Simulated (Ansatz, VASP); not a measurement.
**Two plane-wave programs on Te2Mo**

INCAR

```
  PREC = Accurate
  ENCUT = 520
  EDIFF = 1E-6
  ISMEAR = -1
  SIGMA = 0.05
  LREAL = False
  LASPH = True
  NELM = 80
  ALGO = Normal
  ISIF = 2
  LWAVE = False
  LCHARG = False
  GGA = PE
  NBANDS = 64
```

File KPOINTS:

```
Automatic mesh
0
Gamma
  4 8 2
```

Contents of POSCAR:

```
Te2Mo
1.0
    6.3300000000      0.0000000000      0.0000000000
    0.0000000000      3.4690000000      0.0000000000
   -0.9467947088      0.0000000000     13.8276237937
Te Mo
8 4
Direct
    0.9437000000      0.7500000000      0.6045000000
    0.0563000000      0.2500000000      0.3955000000
    0.9030000000      0.2500000000      0.8514000000
    0.0970000000      0.7500000000      0.1486000000
    0.4112000000      0.7500000000      0.8955000000
    0.5888000000      0.2500000000      0.1045000000
    0.4432000000      0.2500000000      0.6484000000
    0.5568000000      0.7500000000      0.3516000000
    0.8167000000      0.7500000000      0.9926000000
    0.1833000000      0.2500000000      0.0074000000
    0.6819000000      0.2500000000      0.4934000000
    0.3181000000      0.7500000000      0.5066000000
```

The input input.yaml:

```yaml
crystal:
  lattice:
    - [6.33, 0.0, 0.0]
    - [0.0, 3.469, 0.0]
    - [-0.9467947088, 0.0, 13.8276237937]
  atoms:
    - { symbol: Te, position: [0.9437, 0.75, 0.6045] }
    - { symbol: Te, position: [0.0563, 0.25, 0.3955] }
    - { symbol: Te, position: [0.903, 0.25, 0.8514] }
    - { symbol: Te, position: [0.097, 0.75, 0.1486] }
    - { symbol: Te, position: [0.4112, 0.75, 0.8955] }
    - { symbol: Te, position: [0.5888, 0.25, 0.1045] }
    - { symbol: Te, position: [0.4432, 0.25, 0.6484] }
    - { symbol: Te, position: [0.5568, 0.75, 0.3516] }
    - { symbol: Mo, position: [0.8167, 0.75, 0.9926] }
    - { symbol: Mo, position: [0.1833, 0.25, 0.0074] }
    - { symbol: Mo, position: [0.6819, 0.25, 0.4934] }
    - { symbol: Mo, position: [0.3181, 0.75, 0.5066] }
hamiltonian:
  xc: pbe
  pseudopotentials: { kind: paw }
kpoints:
  mp_grid: { grid: [4, 8, 2] }
  band_path:
    path:
      - [[0.0, 0.0, 0.0], [0.0, 0.0, 0.5], [-0.4866717952, 0.0, 0.5727927773], [-0.5, 0.0, 0.5], [-0.5, 0.5, 0.5], [-0.5133282048, 0.5, 0.4272072227], [-0.5, 0.5, 0.0], [-0.5, 0.0, 0.0], [-0.5133282048, 0.0, 0.4272072227]]
      - [[-0.4866717952, 0.5, 0.5727927773], [0.0, 0.5, 0.5], [0.0, 0.5, 0.0]]
      - [[0.0, 0.0, 0.5], [0.0, 0.5, 0.5]]
    npoints: 10
scf:
  occupations: { method: fermi_dirac, width: 0.05 }
  n_extra_bands: 30
output:
  forces: true
  stress: true
  eigenvalues: true
  fatbands: false
```

Alike in both runs: functional PBE; k mesh 4 × 8 × 2; occupations fermi-dirac, width 0.05 eV; no spin polarisation.

|  | VASP | Ansatz |
| --- | --- | --- |
| version | VASP 6.6.1 | Ansatz 0.2.0 |
| potentials or method | VASP PAW PBE potentials, release 64 (Te, Mo_sv) | Ansatz PAW |
| plane-wave cutoff (eV) | 520 | 420 |
| valence electrons in the cell | 104 | 184 |
| task | single point | band structure |

|  | VASP | Ansatz | Ansatz less VASP |
| --- | --- | --- | --- |
| gap on the k mesh at the Fermi level (eV) | none | none | - |
| pressure (GPa) | 2.5 | 2.5 | +0.01 |
| traceless stress, the component that is largest in VASP (GPa) | 0.28 | 0.27 | -0.018 |
| rms of the force components (eV/Å) | 0.071 | 0.070 | -0.0008 |

Atom by atom the forces differ by 0.006 eV/Å (rms over components). A gap of «none» marks a metal or a gap that the smearing closes. VASP's potentials hold 104 valence electrons a cell and Ansatz's 184, so a difference there can come from the potentials and not from the codes.

Spin-orbit coupling is off throughout.
